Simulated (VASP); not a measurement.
# LiH in VASP: notebook

The runs below take LiH through single point, with PBEsol.

Everything below comes from runs of VASP 6.6.1. Logs are shortened: lines on timing, memory, paths and dates and some standing lists are left out, and cuts for length are marked.

### 1 The cell of the first run

Symmetry: Fm-3m, No. 225, cubic system. Conventional cell: a = 4.017 Å, b = 4.017 Å, c = 4.017 Å, α = 90.00°, β = 90.00°, γ = 90.00°. Li (site symmetry m-3m) has 6 H at 2.01 Å within 2.7 Å. H (site symmetry m-3m) has 6 Li at 2.01 Å within 2.7 Å.

### 2 Single point, PBEsol

INCAR

```
PREC = Accurate
ENCUT = 520
EDIFF = 1E-6
ISMEAR = 0
SIGMA = 0.1
LREAL = F
LASPH = T
NELM = 60
ALGO = Normal
ISIF = 2
LWAVE = F
LCHARG = F
GGA = PS
NBANDS = 9
```

KPOINTS

```
Automatic mesh
0
Gamma
  8 8 8
```

POSCAR

```
LiH
1.0
    0.0000000000      2.0086193919      2.0086193919
    2.0086193919      0.0000000000      2.0086193919
    2.0086193919      2.0086193919      0.0000000000
Li H
1 1
Direct
    0.0000000000      0.0000000000      0.0000000000
    0.5000000000      0.5000000000      0.5000000000
```

Potentials or basis: VASP PAW PBE potentials, release 64 (Li_sv, H).

Command:

```console
$ cat potpaw_PBE.64/Li_sv/POTCAR potpaw_PBE.64/H/POTCAR > POTCAR
$ mpirun -np 1 vasp_std > vasp.out
```

OUTCAR:

```text
PREC = Accurate
   ENCUT = 520
   EDIFF = 1E-6
   ISMEAR = 0
   LREAL = F
   LASPH = T
   NELM = 60
   ISIF = 2
   GGA = PS

 ion  position               nearest neighbor table
   1  0.000  0.000  0.000-
   2  0.500  0.500  0.500-

  LATTYP: Found a face centered cubic cell.
 ALAT       =     4.0172387838

  Lattice vectors:

 A1 = (   0.0000000000,   2.0086193919,   2.0086193919)
 A2 = (   2.0086193919,   0.0000000000,   2.0086193919)
 A3 = (   2.0086193919,   2.0086193919,   0.0000000000)

Analysis of symmetry for initial positions (statically):
=====================================================================
 Subroutine PRICEL returns:
 Original cell was already a primitive cell.

 Routine SETGRP: Setting up the symmetry group for a
 face centered cubic supercell.

 Subroutine GETGRP returns: Found 48 space group operations
 (whereof 48 operations were pure point group operations)
 out of a pool of 48 trial point group operations.

The static configuration has the point symmetry O_h .

Analysis of symmetry for dynamics (positions and initial velocities):
=====================================================================
 Subroutine PRICEL returns:
 Original cell was already a primitive cell.

 Routine SETGRP: Setting up the symmetry group for a
 face centered cubic supercell.

 Subroutine GETGRP returns: Found 48 space group operations
 (whereof 48 operations were pure point group operations)
 out of a pool of 48 trial point group operations.

The dynamic configuration has the point symmetry O_h .

 Subroutine INISYM returns: Found 48 space group operations
 (whereof 48 operations are pure point group operations),
 and found     1 'primitive' translations

----------------------------------------------------------------------------------------

                                     Primitive cell

  volume of cell :      16.2078

  direct lattice vectors                    reciprocal lattice vectors
     0.000000000  2.008619392  2.008619392    -0.248927199  0.248927199  0.248927199
     2.008619392  0.000000000  2.008619392     0.248927199 -0.248927199  0.248927199
     2.008619392  2.008619392  0.000000000     0.248927199  0.248927199 -0.248927199

  length of vectors
     2.840616786  2.840616786  2.840616786     0.431154557  0.431154557  0.431154557

  position of ions in fractional coordinates (direct lattice)
     0.000000000  0.000000000  0.000000000
     0.500000000  0.500000000  0.500000000

  ion indices of the primitive-cell ions
   primitive index   ion index
                 1           1
                 2           2

----------------------------------------------------------------------------------------

 KPOINTS: Automatic mesh

Automatic generation of k-mesh.
 Grid dimensions read from file:
 generate k-points for:    8    8    8

 Generating k-lattice:

  Cartesian coordinates                     Fractional coordinates (reciprocal lattice)
    -0.031115900  0.031115900  0.031115900     0.125000000  0.000000000  0.000000000
     0.031115900 -0.031115900  0.031115900     0.000000000  0.125000000  0.000000000
     0.031115900  0.031115900 -0.031115900     0.000000000  0.000000000  0.125000000

  Length of vectors
     0.053894320  0.053894320  0.053894320

  Shift w.r.t. Gamma in fractional coordinates (k-lattice)
     0.000000000  0.000000000  0.000000000

 Subroutine IBZKPT returns following result:
 ===========================================

 Found     29 irreducible k-points:

 Following reciprocal coordinates:
            Coordinates               Weight
  0.000000  0.000000  0.000000      1.000000
  0.125000  0.000000  0.000000      8.000000
  0.250000  0.000000  0.000000      8.000000
  0.375000  0.000000  0.000000      8.000000
  0.500000  0.000000  0.000000      4.000000
  0.125000  0.125000  0.000000      6.000000
[... 16 lines left out ...]
  0.500000  0.250000  0.125000     48.000000
 -0.375000  0.250000  0.125000     24.000000
 [... further k-points ...]
   k-points           NKPTS =     29   k-points in BZ     NKDIM =     29   number of bands    NBANDS=      9
   number of dos      NEDOS =    301   number of ions     NIONS =      2
   total plane-waves  NPLWV =  13824
   dimension x,y,z NGX =    24 NGY =   24 NGZ =   24
   dimension x,y,z NGXF=    48 NGYF=   48 NGZF=   48
   ions per type =               1   1
   NGX,Y,Z   is equivalent  to a cutoff of  14.05, 14.05, 14.05 a.u.
   NGXF,Y,Z  is equivalent  to a cutoff of  28.09, 28.09, 28.09 a.u.
 SYSTEM =  unknown system
   PREC   = accura    normal or accurate (medium, high low for compatibility)
   ISTART =      0    job   : 0-new  1-cont  2-samecut
   ICHARG =      2    charge: 1-file 2-atom 10-const
   ISPIN  =      1    spin polarized calculation?
   LNONCOLLINEAR =      F non collinear calculations
   LSORBIT =      F    spin-orbit coupling
   LASPH  =      T    aspherical Exc in radial PAW
[... 50 lines left out ...]

 E-fermi :   0.6889     XC(G=0):  -8.5899

 val. band max:        0.1267014992   @ k =   0.5000   0.5000   0.0000
 cond. band min:       2.8786896102   @ k =   0.5000   0.5000   0.0000
 fundamental gap:      2.7519881109
 Fermi energy:         0.6888519706

 k-point     1 :       0.0000    0.0000    0.0000
  band No.  band energies     occupation
      1     -43.5815      2.00000
      2      -5.3916      2.00000
      3      16.1491      0.00000
      4      17.7912      0.00000
      5      17.7912      0.00000
      6      17.7912      0.00000
      7      22.3895      0.00000
      8      22.3895      0.00000
      9      22.3895      0.00000

 k-point     2 :       0.1250    0.0000    0.0000
  band No.  band energies     occupation
      1     -43.5746      2.00000
      2      -5.1154      2.00000
      3      13.8323      0.00000
      4      16.5117      0.00000
      5      17.2286      0.00000
      6      17.2287      0.00000
      7      21.9347      0.00000
      8      23.5797      0.00000
      9      23.5798      0.00000

 k-point     3 :       0.2500    0.0000    0.0000
  band No.  band energies     occupation
      1     -43.5576      2.00000
      2      -4.3233      2.00000
      3       9.6464      0.00000
      4      15.0361      0.00000
      5      16.5230      0.00000
      6      16.5230      0.00000
      7      22.0125      0.00000
      8      22.0125      0.00000
      9      23.3896      0.00000

 k-point     4 :       0.3750    0.0000    0.0000
  band No.  band energies     occupation
      1     -43.5402      2.00000
      2      -3.2152      2.00000
      3       6.2529      0.00000
      4      14.0027      0.00000
      5      16.3006      0.00000
      6      16.3006      0.00000
      7      19.8431      0.00000
      8      19.8431      0.00000
      9      25.6145      0.00000

 k-point     5 :       0.5000    0.0000    0.0000
  band No.  band energies     occupation
      1     -43.5332      2.00000
      2      -2.5589      2.00000
      3       4.8132      0.00000
      4      13.6367      0.00000
      5      16.3666      0.00000
      6      16.3666      0.00000
      7      18.9589      0.00000
      8      18.9589      0.00000
      9      27.1378      0.00000

 k-point     6 :       0.1250    0.1250    0.0000
  band No.  band energies     occupation
      1     -43.5724      2.00000
      2      -5.0172      2.00000
      3      14.3028      0.00000
      4      15.5480      0.00000
      5      15.5480      0.00000
      6      18.6253      0.00000
      7      18.9803      0.00000
      8      24.5726      0.00000
      9      25.5639      0.00000
[... 169 lines left out ...]
 k-point    21 :       0.5000    0.5000    0.0000
  band No.  band energies     occupation
      1     -43.5186      2.00000
      2       0.1267      2.00000
      3       2.8787      0.00000
      4      10.7168      0.00000
      5      10.7168      0.00000
      6      13.7745      0.00000
      7      17.2073      0.00000
      8      34.5713      0.00000
      9      34.5714      0.00000

 k-point    22 :       0.3750    0.2500    0.1250
  band No.  band energies     occupation
      1     -43.5449      2.00000
      2      -3.5482      2.00000
      3       9.5477      0.00000
      4      10.2012      0.00000
      5      14.1318      0.00000
      6      17.5476      0.00000
      7      19.9363      0.00000
      8      23.7121      0.00000
      9      27.4970      0.00000

 k-point    23 :       0.5000    0.2500    0.1250
  band No.  band energies     occupation
      1     -43.5313      2.00000
      2      -2.3661      2.00000
      3       6.4711      0.00000
      4       9.0687      0.00000
      5      13.4487      0.00000
      6      16.7283      0.00000
      7      22.1435      0.00000
      8      24.2233      0.00000
      9      26.9666      0.00000

 k-point    24 :      -0.3750    0.2500    0.1250
  band No.  band energies     occupation
      1     -43.5256      2.00000
      2      -1.6347      2.00000
      3       4.9816      0.00000
      4       8.7813      0.00000
      5      13.1952      0.00000
      6      16.3268      0.00000
      7      22.9242      0.00000
      8      25.9657      0.00000
      9      27.1395      0.00000

 [... further k-points ...]
[... 5 lines left out ...]
  --------------------------------------------------------------------------------------
  -------------------------------------------------------------------------------------
  Total       -0.1173444     -0.1173444     -0.1173444      0.0000000      0.0000000     -0.0000000
  in kB      -11.5997898    -11.5997898    -11.5997898      0.0000000      0.0000000     -0.0000000
  external PRESSURE =     -11.5997898 kB  Pullay stress =       0.0000000 kB

 VOLUME and BASIS-vectors are now :
 -----------------------------------------------------------------------------
  energy-cutoff  :      520.00
  volume of cell :       16.21
      direct lattice vectors                 reciprocal lattice vectors
     0.000000000  2.008619392  2.008619392    -0.248927199  0.248927199  0.248927199
     2.008619392  0.000000000  2.008619392     0.248927199 -0.248927199  0.248927199
     2.008619392  2.008619392  0.000000000     0.248927199  0.248927199 -0.248927199

 POSITION                                       TOTAL-FORCE (eV/Angst)
 -----------------------------------------------------------------------------------
      0.00000      0.00000      0.00000         0.000000     -0.000000     -0.000000
      2.00862      2.00862      2.00862        -0.000000      0.000000      0.000000
 -----------------------------------------------------------------------------------
    total drift:                                0.000000     -0.000000     -0.000000

  FREE ENERGIE OF THE ION-ELECTRON SYSTEM (eV)
  ---------------------------------------------------
  free  energy   TOTEN  =        -6.1191737971 eV

  energy  without entropy=       -6.1191737971  energy(sigma->0) =       -6.11917380
```

Wall time 3.3 s (1 thread of Intel Xeon Platinum 8259CL at 2.50GHz (Skylake/Cascade Lake), shared host); peak memory 0.13 GiB.

Results:

```
Free energy            : -6.1192 eV
Band gap on the k mesh : 2.75 eV, direct
```

Caveat: the cutoff is under 1.25 times the usual one of these potentials, so pressure, stress and relaxed cells hold a basis-set (Pulay) error; the PAW data sets were made with another functional, which shifts forces and pressure a little. A k mesh can miss the band edges.

### 3 Single point, PBEsol

This run uses another cell than the first one, of 7.88 Å³/atom, 0.972 times its volume.

INCAR

```
  PREC = Accurate
  ENCUT = 520
  EDIFF = 1E-6
  ISMEAR = 0
  SIGMA = 0.02
  LREAL = F
  LASPH = T
  NELM = 100
  ALGO = Normal
  ISIF = 2
  LWAVE = F
  LCHARG = F
  GGA = PS
  NBANDS = 9
```

KPOINTS

```
regular mesh
0
Gamma
  10 10 10
```

POSCAR

```
LiH
1.0
    0.0000000000      1.9899771082      1.9899771082
    1.9899771082      0.0000000000      1.9899771082
    1.9899771082      1.9899771082      0.0000000000
Li H
1 1
Direct
    0.0000000000      0.0000000000      0.0000000000
    0.5000000000      0.5000000000      0.5000000000
```

Potentials or basis: VASP PAW PBE potentials, release 64 (Li_sv, H).

Command:

```console
$ cat potpaw_PBE.64/Li_sv/POTCAR potpaw_PBE.64/H/POTCAR > POTCAR
$ mpirun -np 1 vasp_std > vasp.out
```

It took 4.5 s on 1 thread of Intel Xeon Platinum 8259CL at 2.50GHz (Skylake/Cascade Lake), shared host; peak memory 0.13 GiB.

The run converged. Its results:

| Property | Result |
| --- | --- |
| Free energy | -6.1204 eV |
| Band gap on the k mesh | 2.73 eV, direct |

Levels at points of the mesh, in eV from the valence-band top:
| k point | band 1 | band 2 | band 3 | band 4 | band 5 | band 6 |
| --- | --- | --- | --- | --- | --- | --- |
| (0.00, 0.00, 0.00) | -43.69 | -5.63 | 16.38 | 17.94 | 17.94 | 17.94 |
| (0.50, 0.00, 0.00) | -43.63 | -2.77 | 4.75 | 13.75 | 16.49 | 16.49 |
| (0.50, 0.50, 0.00) | -43.62 | 0.00 | 2.73 | 10.72 | 10.72 | 13.82 |

Caveat: the cutoff is under 1.25 times the usual one of these potentials, so pressure, stress and relaxed cells hold a basis-set (Pulay) error; the PAW data sets were made with another functional, which shifts forces and pressure a little. As with any semilocal functional, this PBEsol gap is likely too small.

### 4 Single point, PBEsol (strain along c alone, the other axes held: -3.0 %)

INCAR

```
SYSTEM = LiH
ALGO     = Normal         ! electronic algorithm
EDIFF    = 1E-6           ! SCF threshold, eV
ENCUT    = 520            ! plane-wave cutoff, eV
GGA      = PS             ! functional
ISIF     = 2              ! what is computed and relaxed
ISMEAR   = 0              ! smearing method
LASPH    = .True.         ! aspherical terms in the spheres
LCHARG   = .False.        ! write CHGCAR
LREAL    = .False.        ! projectors in reciprocal space
LWAVE    = .False.        ! write WAVECAR
NBANDS   = 12             ! bands
NELM     = 100            ! most SCF steps
PREC     = Accurate       ! precision mode
SIGMA    = 0.02           ! smearing width, eV
```

KPOINTS

```
k-points
0
Gamma
  8 8 6
  0 0 0
```

POSCAR

```
LiH
1.0
    1.9899771082      1.9899771082      0.0000000000
   -1.9899771082      1.9899771082      0.0000000000
    0.0000000000      0.0000000000      3.8605555898
Li H
2 2
Direct
    0.0000000000      0.0000000000      0.0000000000
    0.5000000000      0.5000000000      0.5000000000
    0.5000000000      0.5000000000      0.0000000000
    0.0000000000      0.0000000000      0.5000000000
```

Command:

```console
$ cat potpaw_PBE.64/Li_sv/POTCAR potpaw_PBE.64/H/POTCAR > POTCAR
$ mpirun -np 1 vasp_std > vasp.out
```

It took 11 s on 1 thread of Intel Xeon Platinum 8259CL at 2.50GHz (Skylake/Cascade Lake), shared host; peak memory 0.14 GiB.

Results (log left out):

* Free energy: -12.2305 eV
* Band gap on the k mesh: 2.40 eV

Levels at points of the mesh, in eV from the valence-band top:
```
           k point  band 1  band 2  band 3  band 4  band 5  band 6  band 7  band 8  band 9
(0.00, 0.00, 0.00)  -43.82  -43.74   -5.90    0.00    2.84   10.38   10.38   13.52   16.60
(0.50, 0.00, 0.00)  -43.76  -43.76   -3.06   -3.06    7.46    7.46    8.35    8.35   14.90
(0.50, 0.50, 0.00)  -43.75  -43.75   -0.24   -0.24    2.40    2.40   10.75   10.75   11.02
(0.00, 0.00, 0.50)  -43.78  -43.78   -4.29   -4.29   10.89   10.89   12.78   12.78   12.78
(0.50, 0.00, 0.50)  -43.76  -43.76   -3.02   -3.02    4.67    4.67   13.80   13.80   16.30
(0.50, 0.50, 0.50)  -43.75  -43.75   -0.53   -0.53    4.88    4.88    4.88    4.88   11.86
```

Caveat: the cell differs from its parent crystal (strain along c alone, the other axes held: -3.0 %); the cutoff is under 1.25 times the usual one of these potentials, so pressure, stress and relaxed cells hold a basis-set (Pulay) error; the PAW data sets were made with another functional, which shifts forces and pressure a little.

### 5 Single point, PBEsol

This run uses another cell than the first one: it holds 4 atoms, not 2.

INCAR

```
PREC     = Accurate       # precision mode
ENCUT    = 520            # plane-wave cutoff, eV
EDIFF    = 1E-6           # SCF threshold, eV
ISMEAR   = 0              # smearing method
SIGMA    = 0.02           # smearing width, eV
LREAL    = F              # projectors in reciprocal space
LASPH    = T              # aspherical terms in the spheres
NELM     = 60             # most SCF steps
ALGO     = Normal         # electronic algorithm
ISIF     = 2              # what is computed and relaxed
LWAVE    = F              # write WAVECAR
LCHARG   = F              # write CHGCAR
GGA      = PS             # functional
NBANDS   = 12             # bands
```

KPOINTS

```
regular mesh
0
Gamma
  8 8 6
```

Edit POSCAR of step 4 so:

```diff
@@ -4,3 +4,3 @@
    -1.9899771082      1.9899771082      0.0000000000
-    0.0000000000      0.0000000000      3.8605555898
+    0.0000000000      0.0000000000      3.9799542163
 Li H
```

Command:

```console
$ cat potpaw_PBE.64/Li_sv/POTCAR potpaw_PBE.64/H/POTCAR > POTCAR
$ mpirun -np 1 vasp_std > vasp.out
```

It took 11 s on 1 thread of Intel Xeon Platinum 8259CL at 2.50GHz (Skylake/Cascade Lake), shared host; peak memory 0.14 GiB.

It converged, with:

- Free energy: -12.2401 eV
- Band gap on the k mesh: 2.73 eV

Levels at points of the mesh, in eV from the valence-band top:
| k point | band 2 | band 3 | band 4 | band 5 | band 6 | band 7 |
| --- | --- | --- | --- | --- | --- | --- |
| (0.00, 0.00, 0.00) | -43.62 | -5.63 | 0.00 | 2.73 | 10.72 | 10.72 |
| (0.50, 0.00, 0.00) | -43.63 | -2.81 | -2.81 | 7.37 | 7.37 | 8.28 |
| (0.50, 0.50, 0.00) | -43.62 | 0.00 | 0.00 | 2.73 | 2.73 | 10.72 |
| (0.00, 0.00, 0.50) | -43.65 | -4.07 | -4.07 | 10.48 | 10.48 | 12.98 |
| (0.50, 0.00, 0.50) | -43.63 | -2.77 | -2.77 | 4.75 | 4.75 | 13.75 |
| (0.50, 0.50, 0.50) | -43.62 | -0.25 | -0.25 | 5.05 | 5.05 | 5.05 |

Caveat: the cutoff is under 1.25 times the usual one of these potentials, so pressure, stress and relaxed cells hold a basis-set (Pulay) error; the PAW data sets were made with another functional, which shifts forces and pressure a little.

### 6 Single point, PBEsol (strain along c alone, the other axes held: -1.0 %)

INCAR

```
ALGO = Normal
EDIFF = 1E-6
ENCUT = 520
GGA = PS
ISIF = 2
ISMEAR = 0
LASPH = True
LCHARG = False
LREAL = False
LWAVE = False
NBANDS = 12
NELM = 60
PREC = Accurate
SIGMA = 0.02
```

KPOINTS

```
k-points
0
Gamma
  8 8 6
```

Edit POSCAR of step 5 so:

```diff
@@ -4,3 +4,3 @@
    -1.9899771082      1.9899771082      0.0000000000
-    0.0000000000      0.0000000000      3.9799542163
+    0.0000000000      0.0000000000      3.9401546742
 Li H
```

Potentials or basis: VASP PAW PBE potentials, release 64 (Li_sv, H).

Command:

```console
$ cat potpaw_PBE.64/Li_sv/POTCAR potpaw_PBE.64/H/POTCAR > POTCAR
$ mpirun -np 1 vasp_std > vasp.out
```

Wall time 11 s (1 thread of Intel Xeon Platinum 8259CL at 2.50GHz (Skylake/Cascade Lake), shared host); peak memory 0.15 GiB.

It converged, with:

- Free energy: -12.2390 eV
- Band gap on the k mesh: 2.62 eV

Levels at points of the mesh, in eV from the valence-band top:
| k point | band 2 | band 3 | band 4 | band 5 | band 6 | band 7 |
| --- | --- | --- | --- | --- | --- | --- |
| (0.00, 0.00, 0.00) | -43.66 | -5.72 | 0.00 | 2.76 | 10.61 | 10.61 |
| (0.50, 0.00, 0.00) | -43.68 | -2.90 | -2.90 | 7.40 | 7.40 | 8.31 |
| (0.50, 0.50, 0.00) | -43.66 | -0.08 | -0.08 | 2.62 | 2.62 | 10.73 |
| (0.00, 0.00, 0.50) | -43.69 | -4.15 | -4.15 | 10.61 | 10.61 | 12.91 |
| (0.50, 0.00, 0.50) | -43.68 | -2.85 | -2.85 | 4.72 | 4.72 | 13.78 |
| (0.50, 0.50, 0.50) | -43.66 | -0.34 | -0.34 | 4.99 | 4.99 | 4.99 |

Caveat: the cell differs from its parent crystal (strain along c alone, the other axes held: -1.0 %); the cutoff is under 1.25 times the usual one of these potentials, so pressure, stress and relaxed cells hold a basis-set (Pulay) error; the PAW data sets were made with another functional, which shifts forces and pressure a little.

### 7 Summary

```csv
cell,k mesh,smearing,gap on the mesh (eV)
"a = 2.841 Å, angles 60.0°, 2 atoms",8 × 8 × 8,gaussian 0.1 eV,2.75
"a = 2.814 Å, angles 60.0°, 2 atoms",10 × 10 × 10,gaussian 0.02 eV,2.73
"a = 2.814, b = 2.814, c = 3.861 Å, 4 atoms",8 × 8 × 6,gaussian 0.02 eV,2.40
"a = 2.814, b = 2.814, c = 3.980 Å, 4 atoms",8 × 8 × 6,gaussian 0.02 eV,2.73
"a = 2.814, b = 2.814, c = 3.940 Å, 4 atoms",8 × 8 × 6,gaussian 0.02 eV,2.62
```

Alike in all rows: task single point; level PBEsol; potentials or basis VASP PAW PBE potentials, release 64 (Li_sv, H); no spin polarisation; cutoff (eV) 520.

Caveats: the cutoff is under 1.25 times the usual one of these potentials, so pressure, stress and relaxed cells hold a basis-set (Pulay) error; the PAW data sets were made with another functional, which shifts forces and pressure a little.

Absolute energies hang on the potentials; compare differences alone.
